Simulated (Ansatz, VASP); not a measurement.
One calculation of TaN, two programs

The input INCAR:

```
  PREC = Accurate
  ENCUT = 520
  EDIFF = 1E-6
  ISMEAR = -1
  SIGMA = 0.01
  LREAL = F
  LASPH = T
  NELM = 80
  ALGO = Normal
  ISIF = 2
  LWAVE = F
  LCHARG = T
  GGA = PS
  LELF = T
  LVHAR = T
  NBANDS = 33
```

The input KPOINTS:

```
regular mesh
0
Gamma
  6 6 9
```

Contents of POSCAR:

```
TaN
1.0
    5.2979091092      0.0000000000      0.0000000000
   -2.6489545546      4.5881238755      0.0000000000
    0.0000000000      0.0000000000      2.9680929261
Ta N
3 3
Direct
    0.3333333333      0.6666666667      0.5000000000
    0.6666666667      0.3333333333      0.5000000000
    0.0000000000      0.0000000000      0.0000000000
    0.3928500000      0.0000000000      0.0000000000
    0.6071500000      0.6071500000      0.0000000000
    0.0000000000      0.3928500000      0.0000000000
```

Input for Ansatz:

```yaml
crystal:
  lattice:
    - [5.2979091092, 0.0, 0.0]
    - [-2.6489545546, 4.5881238755, 0.0]
    - [0.0, 0.0, 2.9680929261]
  atoms:
    - { symbol: Ta, position: [0.3333333333, 0.6666666667, 0.5] }
    - { symbol: Ta, position: [0.6666666667, 0.3333333333, 0.5] }
    - { symbol: Ta, position: [0.0, 0.0, 0.0] }
    - { symbol: "N", position: [0.39285, 0.0, 0.0] }
    - { symbol: "N", position: [0.60715, 0.60715, 0.0] }
    - { symbol: "N", position: [0.0, 0.39285, 0.0] }
kpoints:
  mp_grid: { grid: [6, 6, 9] }
  band_path:
    path:
      - [0.0, 0.0, 0.0]
      - [0.5, 0.0, 0.0]
      - [0.3333333333, 0.3333333333, 0.0]
      - [0.0, 0.0, 0.0]
      - [0.0, 0.0, 0.5]
      - [0.5, 0.0, 0.5]
      - [0.3333333333, 0.3333333333, 0.5]
      - [0.0, 0.0, 0.5]
      - [0.5, 0.0, 0.5]
    npoints: 5
scf:
  occupations: { method: fermi_dirac, width: 0.01 }
hamiltonian:
  xc: pbesol
  pseudopotentials: { kind: all_electron, lapw: { basis_error: 0.001 } }
output:
  forces: true
  stress: true
  eigenvalues: true
```

Change from the starting cell: volume scaled by 1.06.

Alike in both runs: task single point; functional PBEsol; k mesh 6 × 6 × 9; occupations fermi-dirac, width 0.01 eV; no spin polarisation.

```csv
,VASP,Ansatz
version,VASP 6.6.1,Ansatz 0.2.0
potentials or method,"VASP PAW PBE potentials, release 64 (Ta_pv, N), cutoff 520 eV","all-electron LAPW, scalar-relativistic"
```

```tsv
	VASP	Ansatz	Ansatz less VASP
pressure (GPa)	-19.6	-20.0	-0.46
traceless stress, the component that is largest in VASP (GPa)	-1.76	-1.55	+0.204
rms of the force components (eV/Å)	0.086	0.090	+0.0040
```

VASP's potentials were made for PBE, not for PBEsol. Atom by atom the forces differ by 0.004 eV/Å (rms over components). Ansatz ran all-electron here, and VASP with PAW potentials.

Neither program's run includes spin-orbit coupling.
